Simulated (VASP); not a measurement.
# PbS (R3m) in VASP: a series of runs

Runs on PbS. Level: PBE+D3(BJ). Tasks: single point.

Program: VASP 6.6.1. These are calculated values, not measurements. Logs are shortened: lines on timing, memory, paths and dates and some standing lists are left out, and cuts for length are marked.

## 1. The cell of the first run

The typed cell holds 2 atoms: a = 4.197 Å, b = 4.197 Å, c = 4.197 Å, α = 59.97°, β = 59.97°, γ = 59.97°.

## 2. Single point, PBE+D3(BJ)

Contents of INCAR:

```
SYSTEM = PbS
  PREC = Accurate
  ENCUT = 520
  EDIFF = 1E-6
  ISMEAR = 0
  SIGMA = 0.02
  LREAL = .False.
  LASPH = .True.
  NELM = 100
  ALGO = Normal
  ISIF = 2
  LWAVE = .False.
  LCHARG = .True.
  GGA = PE
  IVDW = 12
  LELF = .True.
  LVHAR = .True.
  NBANDS = 17
```

Contents of KPOINTS:

```
Automatic mesh
0
Gamma
  12 12 12
  0 0 0
```

Contents of POSCAR:

```
PbS
1.0
    2.0975659386      1.2110302593      3.4279856227
   -2.0975659386      1.2110302593      3.4279856227
    0.0000000000     -2.4220605186      3.4279856226
Pb S
1 1
Direct
    0.9779892341      0.9779892341      0.9779892341
    0.4776120959      0.4776120959      0.4776120959
```

Potentials or basis: VASP PAW PBE potentials, release 64 (Pb_d, S).

Started as:

```
> cat potpaw_PBE.64/Pb_d/POTCAR potpaw_PBE.64/S/POTCAR > POTCAR
> mpirun -np 1 vasp_std > vasp.out
```

OUTCAR:

```text
SYSTEM = PbS
   PREC = Accurate
   ENCUT = 520
   EDIFF = 1E-6
   ISMEAR = 0
   LREAL = .False.
   LASPH = .True.
   NELM = 100
   ISIF = 2
   GGA = PE
   IVDW = 12
 IVDW          = 12

 ion  position               nearest neighbor table
   1  0.978  0.978  0.978-   2 2.96   2 2.96   2 2.96   2 2.97   2 2.97   2 2.97
   2  0.478  0.478  0.478-   1 2.96   1 2.96   1 2.96   1 2.97   1 2.97   1 2.97

  LATTYP: Found a trigonal (rhomboedric) cell.
 ALAT       =     4.1973161169
 COS(alpha) =     0.5005202542

  Lattice vectors:

 A1 = (   2.0975659386,   1.2110302593,   3.4279856227)
 A2 = (  -2.0975659386,   1.2110302593,   3.4279856227)
 A3 = (   0.0000000000,  -2.4220605186,   3.4279856226)

Analysis of symmetry for initial positions (statically):
=====================================================================
 Subroutine PRICEL returns:
 Original cell was already a primitive cell.

 Routine SETGRP: Setting up the symmetry group for a
 trigonal (rhombohedral) supercell.

 Subroutine GETGRP returns: Found  6 space group operations
 (whereof  6 operations were pure point group operations)
 out of a pool of 12 trial point group operations.

The static configuration has the point symmetry C_3v.

Analysis of symmetry for dynamics (positions and initial velocities):
=====================================================================
 Subroutine PRICEL returns:
 Original cell was already a primitive cell.

 Routine SETGRP: Setting up the symmetry group for a
 trigonal (rhombohedral) supercell.

 Subroutine GETGRP returns: Found  6 space group operations
 (whereof  6 operations were pure point group operations)
 out of a pool of 12 trial point group operations.

The dynamic configuration has the point symmetry C_3v.

 Subroutine INISYM returns: Found  6 space group operations
 (whereof  6 operations are pure point group operations),
 and found     1 'primitive' translations

----------------------------------------------------------------------------------------

                                     Primitive cell

  volume of cell :      52.2469

  direct lattice vectors                    reciprocal lattice vectors
     2.097565939  1.211030259  3.427985623     0.238371529  0.137623866  0.097238836
[... 82 lines left out ...]
   LSORBIT =      F    spin-orbit coupling
   LASPH  =      T    aspherical Exc in radial PAW
   ENCUT  =  520.0 eV  38.22 Ry    6.18 a.u.   7.80  7.80  7.80*2*pi/ulx,y,z
   NELM   =    100;   NELMIN=  2; NELMDL= -5     # of ELM steps
   EDIFF  = 0.1E-05   stopping-criterion for ELM
   LREAL  =      F    real-space projection
   EDIFFG = 0.1E-04   stopping-criterion for IOM
   NSW    =      0    number of steps for IOM
   IBRION =     -1    ionic relax: 0-MD 1-quasi-New 2-CG
   NFREE  =      0    steps in history (QN), initial steepest desc. (CG)
   ISIF   =      2    stress and relaxation
   ISYM   =      2    0-nonsym 1-usesym 2-fastsym
   POTIM  = 0.5000    time-step for ionic-motion
   TEBEG  =    0.0;   TEEND  =   0.0 temperature during run
   PSTRESS=    0.0 pullay stress
   NELECT =      20.0000    total number of electrons
   NUPDOWN=      -1.0000    fix difference up-down
   EMIN   =  10.00;   EMAX   =-10.00  energy-range for DOS
   EFERMI =   0.00;   METHOD = LEGACY
   ISMEAR =     0;   SIGMA  =   0.02  broadening in eV -4-tet -1-fermi 0-gaus
   EFERMI_NEDOS =   21; number of points for ismear=-14 and -15
   IALGO  =     38    algorithm
   IMIX   =      4    mixing-type and parameters
     AMIX     =   0.40;   BMIX     =  1.00
     AMIX_MAG =   1.60;   BMIX_MAG =  1.00
  volume/ion in A,a.u.               =      26.12       176.29
  Fermi-wavevector in a.u.,A,eV,Ry     =   1.188679  2.246277 19.224453  1.412957
  Thomas-Fermi vector in A             =   2.324803
   LORBIT       =      0    0 simple, 1 ext, 2 COOP (PROOUT), +10 PAW based schemes
   GGA     = PE    functional components
   LHFCALC =     F    Hartree Fock is set to
   AEXX    =    0.0000 exact exchange contribution
   IVDW    =    12    specifies the selected vdW correction
   LEPSILON=     F    determine dielectric tensor
   LRPA    =     F    only Hartree local field effects (RPA)
 non-spin polarized calculation
 Gauss-broadening in eV      SIGMA  =   0.02
  energy-cutoff  :      520.00
  volume of cell :       52.25
 maximum number of plane-waves:      1424
   NGX = 15   NGY = 15   NGZ = 15

 number of electron      20.0000002 magnetization

 Free energy of the ion-electron system (eV)
  ---------------------------------------------------
  ext. energy  EPLUGINS =         0.00000000
  ---------------------------------------------------
  free energy    TOTEN  =        -8.75649753 eV

  energy without entropy =       -8.75649753  energy(sigma->0) =       -8.75649753

 E-fermi :   5.9254     XC(G=0):  -9.6753

 val. band max:        5.8057995497   @ k =   0.5000   0.5000   0.5000
 cond. band min:       6.1707638077   @ k =   0.5000   0.0000   0.0000
 fundamental gap:      0.3649642580
 Fermi energy:         5.9253568632

 k-point     1 :       0.0000    0.0000    0.0000
  band No.  band energies     occupation
      1     -11.0185      2.00000
      2     -11.0185      2.00000
      3     -11.0184      2.00000
      4     -11.0019      2.00000
      5     -11.0019      2.00000
      6      -7.7802      2.00000
[... 457 lines left out ...]
      4     -10.9824      2.00000
      5     -10.9719      2.00000
      6      -6.4126      2.00000
[... 9 lines left out ...]
     16      15.3565      0.00000
     17      17.2542      0.00000

 [... further k-points ...]

------------------------ aborting loop because EDIFF is reached ----------------------------------------

 Edisp (eV)   -0.69338

 E8    (eV) :    -0.3122

  FORCE on cell =-STRESS in cart. coord.  units (eV):
  Direction    XX          YY          ZZ          XY          YZ          ZX
  --------------------------------------------------------------------------------------
  -------------------------------------------------------------------------------------
  Total      -0.02541    -0.02541    -0.03497     0.00000    -0.00000     0.00000
  in kB      -0.77914    -0.77914    -1.07233     0.00000    -0.00000     0.00000
  external pressure =       -0.88 kB  Pullay stress =        0.00 kB

 VOLUME and BASIS-vectors are now :
 -----------------------------------------------------------------------------
  energy-cutoff  :      520.00
  volume of cell :       52.25
      direct lattice vectors                 reciprocal lattice vectors
     2.097565939  1.211030259  3.427985623     0.238371529  0.137623866  0.097238836
    -2.097565939  1.211030259  3.427985623    -0.238371529  0.137623866  0.097238836
     0.000000000 -2.422060519  3.427985623     0.000000000 -0.275247733  0.097238836

 POSITION                                       TOTAL-FORCE (eV/Angst)
 -----------------------------------------------------------------------------------
      0.00000      0.00000     10.05760         0.000000      0.000000     -0.002055
      0.00000      0.00000      4.91174         0.000000      0.000000      0.002055
 -----------------------------------------------------------------------------------
    total drift:                                0.000000     -0.000000      0.000017

  FREE ENERGIE OF THE ION-ELECTRON SYSTEM (eV)
  ---------------------------------------------------
  free  energy   TOTEN  =        -9.4498755770 eV

  energy  without entropy=       -9.4498755770  energy(sigma->0) =       -9.44987558
```

stdout:

```text
POSCAR found type information on POSCAR PbS
 POSCAR found :  2 types and       2 ions
 scaLAPACK will be used
 LDA part: xc-table for (Slater+PW92), standard interpolation
 POSCAR, INCAR and KPOINTS ok, starting setup
 FFT: planning ... GRIDC
 FFT: planning ... GRID_SOFT
 FFT: planning ... GRID
 WAVECAR not read
 entering main loop
```

Run time: 3.9 min. Hardware: 1 thread of Intel Xeon 8259CL, shared host; peak memory 0.28 GiB.

What came out:

- Free energy: -9.4499 eV
- Pressure: -0.1 GPa
- Band gap on the k mesh: 0.36 eV
- Dispersion energy per atom: -0.347 eV

Forces in eV/Å, atoms in the order of the input:
```
Pb   0.000  0.000 -0.002
S    0.000  0.000  0.002
```

Caveat: spin-orbit coupling is left out, which moves the levels of the heavy elements. A k mesh can miss the band edges.

## 3. Single point, PBE+D3(BJ)

Contents of INCAR:

```
SYSTEM = PbS
PREC = Accurate ; ENCUT = 520
EDIFF = 1E-6 ; ISMEAR = 0
SIGMA = 0.02 ; LREAL = .FALSE.
LASPH = .TRUE. ; NELM = 60
ALGO = Normal ; ISIF = 2
LWAVE = .FALSE. ; LCHARG = .TRUE.
GGA = PE ; IVDW = 12
LELF = .TRUE. ; LVHAR = .TRUE.
NBANDS = 17
```

Contents of KPOINTS:

```
Automatic mesh
0
G
  12 12 12
  0 0 0
```

Contents of POSCAR:

```
PbS
1.0
    2.0975659386      1.2110302592      3.4279856227
   -2.0975659386      1.2110302592      3.4279856227
    0.0000000000     -2.4220605186      3.4279856226
Pb S
1 1
Direct
    0.9779892341      0.9779892341      0.9779892341
    0.4776120959      0.4776120959      0.4776120959
```

Potentials or basis: VASP PAW PBE potentials, release 64 (Pb_d, S).

Started as:

```
> cat potpaw_PBE.64/Pb_d/POTCAR potpaw_PBE.64/S/POTCAR > POTCAR
> mpirun -np 1 vasp_std > vasp.out
```

It took 3.9 min on 1 thread of Intel Xeon 8259CL, shared host; peak memory 0.28 GiB.

The run converged. Its results:

- Free energy: -9.4499 eV
- Pressure: -0.1 GPa
- Band gap on the k mesh: 0.36 eV
- Dispersion energy per atom: -0.347 eV

Forces in eV/Å, atoms in the order of the input:
```
Pb   0.000  0.000 -0.002
S    0.000  0.000  0.002
```

Levels at points of the mesh, in eV from the valence-band top:
```csv
k point,band 8,band 9,band 10,band 11,band 12,band 13
"(0.00, 0.00, 0.00)",-2.17,-2.17,-2.17,5.21,5.21,5.21
"(0.50, 0.00, 0.00)",-1.78,-1.78,0.00,0.37,1.96,1.96
"(0.50, 0.50, 0.00)",-5.19,-3.44,-3.43,3.87,5.57,5.68
"(0.50, 0.50, 0.50)",-1.78,-1.78,0.00,0.37,1.97,1.97
```

Caveat: spin-orbit coupling is left out, which moves the levels of the heavy elements.

## 4. Single point, PBE+D3(BJ)

Contents of INCAR:

```
ALGO = Normal
EDIFF = 1E-7
ENCUT = 520
GGA = PE
ISIF = 2
ISMEAR = 0
IVDW = 12
LASPH = T
LCHARG = T
LELF = T
LREAL = F
LVHAR = T
LWAVE = F
NBANDS = 17
NELM = 100
PREC = Accurate
SIGMA = 0.02
```

Contents of KPOINTS:

```
k-points
0
Gamma
  12 12 12
```

POSCAR is that of step 3.

Started as:

```
> cat potpaw_PBE.64/Pb_d/POTCAR potpaw_PBE.64/S/POTCAR > POTCAR
> mpirun -np 1 vasp_std > vasp.out
```

It took 3.8 min on 1 thread of Intel Xeon 8259CL, shared host; peak memory 0.27 GiB.

It converged, with:

```yaml
Free_energy: -9.4499 eV
Pressure: -0.1 GPa
Band_gap_on_the_k_mesh: 0.36 eV
Dispersion_energy_per_atom: -0.347 eV
```

Forces in eV/Å, atoms in the order of the input:
```
Pb   0.000  0.000 -0.002
S    0.000  0.000  0.002
```

Levels at points of the mesh, in eV from the valence-band top:
| k point | band 6 | band 7 | band 8 | band 9 | band 10 | band 11 | band 12 | band 13 | band 14 | band 15 |
| --- | --- | --- | --- | --- | --- | --- | --- | --- | --- | --- |
| (0.00, 0.00, 0.00) | -13.59 | -6.04 | -2.17 | -2.17 | -2.17 | 5.21 | 5.21 | 5.21 | 6.73 | 6.74 |
| (0.50, 0.00, 0.00) | -12.35 | -8.84 | -1.78 | -1.78 | 0.00 | 0.37 | 1.96 | 1.96 | 8.66 | 10.12 |
| (0.50, 0.50, 0.00) | -11.92 | -7.20 | -5.19 | -3.44 | -3.43 | 3.87 | 5.57 | 5.68 | 5.68 | 11.17 |
| (0.50, 0.50, 0.50) | -12.35 | -8.84 | -1.78 | -1.78 | 0.00 | 0.37 | 1.97 | 1.97 | 8.66 | 10.12 |

Caveat: spin-orbit coupling is left out, which moves the levels of the heavy elements.
